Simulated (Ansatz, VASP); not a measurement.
CuO in VASP and in Ansatz

INCAR

```
PREC = Accurate ; ENCUT = 820
EDIFF = 1E-6 ; ISMEAR = -1
SIGMA = 0.05 ; LREAL = F
LASPH = T ; NELM = 120
ALGO = Normal ; ISIF = 2
LWAVE = F ; LCHARG = F
GGA = RP ; NBANDS = 20
GGA_COMPAT = F
```

Contents of KPOINTS:

```
Automatic mesh
0
Gamma
  11 11 11
```

File POSCAR:

```
CuO
1.0
    0.0000000000      2.1023544713      2.1023544713
    2.1023544713      0.0000000000      2.1023544713
    2.1023544713      2.1023544713      0.0000000000
Cu O
1 1
Direct
    0.0294977200      0.0281008700      0.9080259900
    0.4705022800      0.4718991300      0.5919740100
```

Contents of input.yaml:

```yaml
crystal:
  lattice:
    - [0.0, 2.1023544713, 2.1023544713]
    - [2.1023544713, 0.0, 2.1023544713]
    - [2.1023544713, 2.1023544713, 0.0]
  atoms:
    - { symbol: Cu, position: [0.02949772, 0.02810087, 0.90802599] }
    - { symbol: O, position: [0.47050228, 0.47189913, 0.59197401] }
hamiltonian:
  xc: rpbe
  pseudopotentials: { kind: paw }
kpoints:
  mp_grid: { grid: [11, 11, 11] }
scf:
  occupations: { method: fermi_dirac, width: 0.05 }
output:
  forces: true
  stress: true
  eigenvalues: true
```

Alike in both runs: task single point; functional RPBE; k mesh 11 × 11 × 11; occupations fermi-dirac, width 0.05 eV; no spin polarisation.

|  | VASP | Ansatz |
| --- | --- | --- |
| version | VASP 6.6.1 | Ansatz 0.2.0 |
| potentials or method | VASP PAW PBE potentials, release 64 (Cu_sv_GW, O) | Ansatz PAW |
| plane-wave cutoff (eV) | 820 | 420 |
| valence electrons in the cell | 25 | 25 |

Ansatz gave:

```
gap on the k mesh at the Fermi level (eV) : none
rms of the force components (eV/Å)        : 0.686
```

Question: Which values does VASP return?

Answer: gap on the k mesh at the Fermi level (eV): none; rms of the force components (eV/Å): 0.690.

VASP's potentials were made for PBE, not for RPBE. Atom by atom the forces differ by 0.003 eV/Å (rms over components). A gap of «none» marks a metal or a gap that the smearing closes. The functional is the same, so the differences come from potentials, cutoffs and numerics.
